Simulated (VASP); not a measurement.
Set up this calculation in VASP 6.6.1, as the native input.

* Task: single point
* Functional: PBE
* Potentials or basis: VASP PAW PBE potentials, release 64 (Al)
* Cutoff: 520 eV
* k mesh: 17 × 17 × 5
* Occupations: fermi-dirac, width 0.08 eV
* Spin: no spin polarisation
* Dipole correction: no
* Further INCAR settings: ALGO = Normal; EDIFF = 1e-06; NBANDS = 14

The structure of Al lies in POSCAR:

```
Al
1.0
    2.1420380050      0.0000000000      0.0000000000
   -1.0710190025      1.8550593282      0.0000000000
    0.0000000000      0.0000000000      6.9748188426
Al
4
Direct
    0.0000000000      0.0000000000      0.0000000000
    0.0000000000      0.0000000000      0.5000000000
    0.3333333333      0.6666666667      0.2500000000
    0.6666666667      0.3333333333      0.7500000000
```

The input as run:

INCAR

```
SYSTEM = Al
PREC     = Accurate       ! precision mode
ENCUT    = 520            ! plane-wave cutoff, eV
EDIFF    = 1E-6           ! SCF threshold, eV
ISMEAR   = -1             ! smearing method
SIGMA    = 0.08           ! smearing width, eV
LREAL    = .False.        ! projectors in reciprocal space
LASPH    = .True.         ! aspherical terms in the spheres
NELM     = 100            ! most SCF steps
ALGO     = Normal         ! electronic algorithm
ISIF     = 2              ! what is computed and relaxed
LWAVE    = .False.        ! write WAVECAR
LCHARG   = .False.        ! write CHGCAR
GGA      = PE             ! functional
NBANDS   = 14             ! bands
```

KPOINTS

```
regular mesh
0
Gamma
  17 17 5
  0 0 0
```

Potentials or basis: VASP PAW PBE potentials, release 64 (Al).

Launch:

```console
$ cat potpaw_PBE.64/Al/POTCAR > POTCAR
$ mpirun -np 1 vasp_std > vasp.out
```

It gave:

The pressure is 404.3 GPa. The band gap on the k mesh is zero (band 6 reaches 26.42 eV, above the bottom of band 7 at 18.58 eV).

It took 33 s on 1 thread of Intel Xeon 8259CL, on a shared host, peak memory 0.12 GiB.
